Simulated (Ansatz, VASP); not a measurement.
## Two plane-wave programs on TiAl3

The input INCAR:

```
ALGO     = Fast           # electronic algorithm
EDIFF    = 1E-7           # SCF threshold, eV
ENCUT    = 520            # plane-wave cutoff, eV
GGA      = PE             # functional
ISIF     = 2              # what is computed and relaxed
ISMEAR   = 0              # smearing method
LASPH    = T              # aspherical terms in the spheres
LCHARG   = F              # write CHGCAR
LREAL    = F              # projectors in reciprocal space
LWAVE    = F              # write WAVECAR
NBANDS   = 18             # bands
NELM     = 100            # most SCF steps
PREC     = Accurate       # precision mode
SIGMA    = 0.15           # smearing width, eV
```

The input KPOINTS:

```
k-points
0
Gamma
  18 18 18
```

The input POSCAR:

```
TiAl3
1.0
   -2.0764873036      2.0764873036      4.6563171798
    2.0764873036     -2.0764873036      4.6563171798
    2.0764873036      2.0764873036     -4.6563171798
Ti Al
1 3
Direct
    0.0000000000      0.0000000000      0.0000000000
    0.5000000000      0.5000000000      0.0000000000
    0.7500000000      0.2500000000      0.5000000000
    0.2500000000      0.7500000000      0.5000000000
```

Input for Ansatz:

```yaml
crystal:
  lattice:
    - [-2.0764873036, 2.0764873036, 4.6563171798]
    - [2.0764873036, -2.0764873036, 4.6563171798]
    - [2.0764873036, 2.0764873036, -4.6563171798]
  atoms:
    - { symbol: Ti, position: [0.0, 0.0, 0.0] }
    - { symbol: Al, position: [0.5, 0.5, 0.0] }
    - { symbol: Al, position: [0.75, 0.25, 0.5] }
    - { symbol: Al, position: [0.25, 0.75, 0.5] }
basis:
  ecutwfc: 420
kpoints:
  mp_grid: { grid: [18, 18, 18] }
hamiltonian:
  xc: pbe
scf:
  occupations: { method: gaussian, width: 0.15 }
output:
  forces: true
  stress: true
  eigenvalues: true
  write_density: true
  write_potential: true
  elf: true
  volumetric_format: npy
```

Change from the starting cell: strain +0.080 along x and y, +0.080 along z, atoms carried along.

Alike in both runs: task single point; functional PBE; k mesh 18 × 18 × 18; occupations gaussian, width 0.15 eV; no spin polarisation.

|  | VASP | Ansatz |
| --- | --- | --- |
| version | VASP 6.6.1 | Ansatz 0.2.0 |
| potentials or method | VASP PAW PBE potentials, release 64 (Ti_sv, Al), cutoff 520 eV | scalar-relativistic, plane waves, PAW |
| valence electrons in the cell | 21 | 21 |

|  | VASP | Ansatz | Ansatz less VASP |
| --- | --- | --- | --- |
| gap on the k mesh at the Fermi level (eV) | none | none | - |
| pressure (GPa) | -15.0 | -15.0 | +0.01 |
| traceless stress, the component that is largest in VASP (GPa) | 0.65 | 0.64 | -0.009 |

A gap of «none» marks a metal or a gap that the smearing closes.
